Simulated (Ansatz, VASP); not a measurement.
## Ni in VASP and in Ansatz

```xyz
1
Lattice="2.4424 0.0000 0.0000 0.0000 2.4424 0.0000 0.0000 0.0000 2.4424" Properties=species:S:1:pos:R:3 pbc="T T T"
Ni    0.0000    0.0000    0.0000
```

Alike in both runs: task single point; functional RPBE; k mesh 22 × 22 × 22; occupations fermi-dirac, width 0.1 eV; no spin polarisation.

|  | VASP | Ansatz |
| --- | --- | --- |
| version | VASP 6.6.1 | Ansatz 0.2.0 |
| potentials or method | VASP PAW PBE potentials, release 64 (Ni), cutoff 520 eV | plane waves (420 eV) with PAW, scalar-relativistic |
| valence electrons in the cell | 10 | 18 |

```csv
,VASP,Ansatz,Ansatz less VASP
pressure (GPa),-10.9,-11.2,-0.26
```

VASP's potentials were made for PBE, not for RPBE. VASP's potentials hold 10 valence electrons a cell and Ansatz's 18, so a difference there can come from the potentials and not from the codes.
